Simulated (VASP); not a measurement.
Zr2Si4GePd, 8 atoms in the cell. It takes space group I-42m (No. 121, tetragonal). Conventional cell: a = 5.922 Å, b = 5.922 Å, c = 7.559 Å, α = 90.00°, β = 90.00°, γ = 90.00°. Zr (site symmetry 222) has 8 Si at 2.84 to 2.86 Å and 2 Ge at 2.96 Å and 2 Pd at 2.96 Å and 2 Zr at 3.78 Å within 3.8 Å. Si (site symmetry m) has 2 Pd at 2.52 to 3.15 Å and 2 Ge at 2.54 to 3.13 Å and 4 Zr at 2.84 to 2.86 Å and 5 Si at 3.02 to 3.37 Å within 3.4 Å. Ge (site symmetry -42m) has 8 Si at 2.54 to 3.13 Å and 4 Zr at 2.96 Å within 3.4 Å. Within 3.3 Å of Pd (site symmetry -42m) lie 8 Si at 2.52 to 3.15 Å and 4 Zr at 2.96 Å. The cell was generated, and may not be a known phase.

- Program: VASP 6.6.1
- Task: relaxation of cell and atoms
- Functional: PBE
- Potentials or basis: VASP PAW PBE potentials, release 64 (Zr_sv, Si, Ge_d, Pd)
- Cutoff: 500 eV
- k mesh: 8 × 8 × 8
- Occupations: gaussian, width 0.1 eV
- Spin: no spin polarisation
- Dipole correction: no
- Further INCAR settings: ALGO = Normal; EDIFF = 1e-07; IBRION = 2; EDIFFG = -0.01; NSW = 100; ISIF = 3

Potentials or basis: VASP PAW PBE potentials, release 64 (Zr_sv, Si, Ge_d, Pd).

Run with:

```bash
$ cat potpaw_PBE.64/Zr_sv/POTCAR potpaw_PBE.64/Si/POTCAR potpaw_PBE.64/Ge_d/POTCAR potpaw_PBE.64/Pd/POTCAR > POTCAR
$ mpirun -np 1 vasp_std > vasp.out
```

Hardware: 1 thread of Oxide Virtual Turin-like Processor (shared host).

Q: How long does it take, and how much memory?

A: It took 43 min on 1 thread of Oxide Virtual Turin-like Processor (shared host), peak memory 0.45 GiB. Counts: scf iterations 82, k points 59, ion steps 8.
